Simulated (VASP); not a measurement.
Here is a VASP 6.6.1 calculation.

File POSCAR:

```
Cd
1.0
    2.9788700000      0.0000000000      0.0000000000
   -1.4894350000      2.5797770000      0.0000000000
    0.0000000000      0.0000000000      5.6176500000
Cd
2
Direct
    0.3333333333      0.6666666667      0.2500000000
    0.6666666667      0.3333333333      0.7500000000
```

INCAR.step1

```
SYSTEM = Cd
PREC = Accurate
ENCUT = 520
ISMEAR = 0
SIGMA = 0.1
LREAL = .FALSE.
LASPH = .TRUE.
NELM = 80
NBANDS = 19
GGA = PE
ALGO = Normal
EDIFF = 1E-4
LWAVE = .TRUE.
LCHARG = .FALSE.
```

The input INCAR.step2:

```
SYSTEM = Cd
PREC = Accurate
ENCUT = 520
EDIFF = 1E-7
ISMEAR = 0
SIGMA = 0.1
LREAL = .FALSE.
LASPH = .TRUE.
NELM = 80
ALGO = Normal
ISIF = 2
LWAVE = .FALSE.
LCHARG = .TRUE.
METAGGA = R2SCAN
LMIXTAU = .TRUE.
LELF = .TRUE.
LVHAR = .TRUE.
NBANDS = 19
ISTART = 1
```

KPOINTS

```
regular mesh
0
G
  17 17 8
  0 0 0
```

Potentials or basis: VASP PAW PBE potentials, release 64 (Cd).

The run is started by

```bash
$ cat potpaw_PBE.64/Cd/POTCAR > POTCAR
$ cp INCAR.step1 INCAR
$ mpirun -np 1 vasp_std > vasp.out
$ cp INCAR.step2 INCAR
$ mpirun -np 1 vasp_std > vasp.out
```

Task: Predict the pressure.

Result: 0.9 GPa.

Task: Predict the band gap on the k mesh.

Result: Zero (bands 12 and 13 overlap by 4.44 eV).

Caveat: the PAW data sets were made with another functional, which shifts forces and pressure a little.
